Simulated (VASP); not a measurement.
Set up this calculation in VASP 6.6.1, as the native input.

```
Task                   : single point
Functional             : r2SCAN
Potentials or basis    : VASP PAW PBE potentials, release 64 (Pd)
Cutoff                 : 520 eV
k mesh                 : 5 × 5 × 5
Occupations            : fermi-dirac, width 0.05 eV
Spin                   : collinear spin
Starting moments       : [0.5, 0.5, 0.5, 0.5, 0.5, 0.5, 0.5, 0.5] μB
Dipole correction      : no
Further INCAR settings : ALGO = Normal; EDIFF = 1e-07; NBANDS = 54
```

Pd:

```
Pd
1.0
     4.96819    0.00000    0.00000
     0.00000    4.96819    0.00000
     0.00000    0.00000    4.96819
Pd
8
Direct
  0.00000 0.00000 0.00000
  0.50000 0.50000 0.50000
  0.25000 0.00000 0.50000
  0.75000 0.00000 0.50000
  0.50000 0.25000 0.00000
  0.50000 0.75000 0.00000
  0.00000 0.50000 0.25000
  0.00000 0.50000 0.75000
```

One way to write it, as run:

POSCAR

```
Pd
1.0
    4.9681922525      0.0000000000      0.0000000000
    0.0000000000      4.9681922525      0.0000000000
    0.0000000000      0.0000000000      4.9681922525
Pd
8
Direct
    0.0000000000      0.0000000000      1.0000000000
    0.5000000000      0.5000000000      0.5000000000
    0.2500000000      0.0000000000      0.5000000000
    0.7500000000      0.0000000000      0.5000000000
    0.5000000000      0.2500000000      1.0000000000
    0.5000000000      0.7500000000      1.0000000000
    1.0000000000      0.5000000000      0.2500000000
    1.0000000000      0.5000000000      0.7500000000
```

INCAR.step1

```
SYSTEM = Pd
  ALGO = Normal
  EDIFF = 1E-4
  ENCUT = 520
  GGA = PE
  ISMEAR = -1
  ISPIN = 2
  LASPH = .True.
  LCHARG = .False.
  LMAXMIX = 4
  LREAL = .False.
  LWAVE = .True.
  MAGMOM = 0.5 0.5 0.5 0.5 0.5 0.5 0.5 0.5
  NBANDS = 54
  NELM = 150
  PREC = Accurate
  SIGMA = 0.05
```

INCAR.step2

```
SYSTEM = Pd
  ALGO = Normal
  EDIFF = 1E-7
  ENCUT = 520
  ISIF = 2
  ISMEAR = -1
  ISPIN = 2
  ISTART = 1
  LASPH = .True.
  LCHARG = .True.
  LELF = .True.
  LMAXMIX = 4
  LMIXTAU = .True.
  LORBIT = 11
  LREAL = .False.
  LVHAR = .True.
  LWAVE = .False.
  MAGMOM = 0.5 0.5 0.5 0.5 0.5 0.5 0.5 0.5
  METAGGA = R2SCAN
  NBANDS = 54
  NELM = 150
  PREC = Accurate
  SIGMA = 0.05
```

KPOINTS

```
k-points
0
Gamma
  5 5 5
  0 0 0
```

Potentials or basis: VASP PAW PBE potentials, release 64 (Pd).

Run with:

```console
$ cat potpaw_PBE.64/Pd/POTCAR > POTCAR
$ cp INCAR.step1 INCAR
$ mpirun -np 1 vasp_std > vasp.out
$ cp INCAR.step2 INCAR
$ mpirun -np 1 vasp_std > vasp.out
```

It gave:

```
Pressure                                              : 0.6 GPa
Band gap on the k mesh                                : zero (filled and empty bands overlap)
Net moment                                            : 0.00 μB per cell
Valence electrons inside the program's atomic spheres : Pd 9.43, 9.45 (each value once)
```

Caveat: the PAW data sets were made with another functional, which shifts forces and pressure a little.

Run time: 5.9 min on 1 thread of Intel(R) Xeon(R) Platinum 8488C (Sapphire Rapids) (shared host), peak memory 0.36 GiB.
